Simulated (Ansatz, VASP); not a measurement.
**One calculation of Al, two programs**

```
Al
1.0
     0.00000    1.85449    2.41084
     1.85449    0.00000    2.41084
     1.85449    1.85449    0.00000
Al
1
Direct
  0.00000 0.00000 0.00000
```

Alike in both runs: task single point; functional PBE; dispersion D3(BJ); k mesh 22 × 22 × 22; occupations gaussian, width 0.15 eV; no spin polarisation.

```csv
,VASP,Ansatz
version,VASP 6.6.1,Ansatz 0.2.0
potentials or method,"VASP PAW PBE potentials, release 64 (Al), cutoff 520 eV","scalar-relativistic, plane waves, PAW"
valence electrons in the cell,3,3
```

```csv
,VASP,Ansatz,Ansatz less VASP
gap on the k mesh at the Fermi level (eV),none,none,-
pressure (GPa),1.7,1.7,+0.02
"traceless stress, the component that is largest in VASP (GPa)",-12.80,-12.80,-0.006
```

A gap of «none» marks a metal or a gap that the smearing closes.
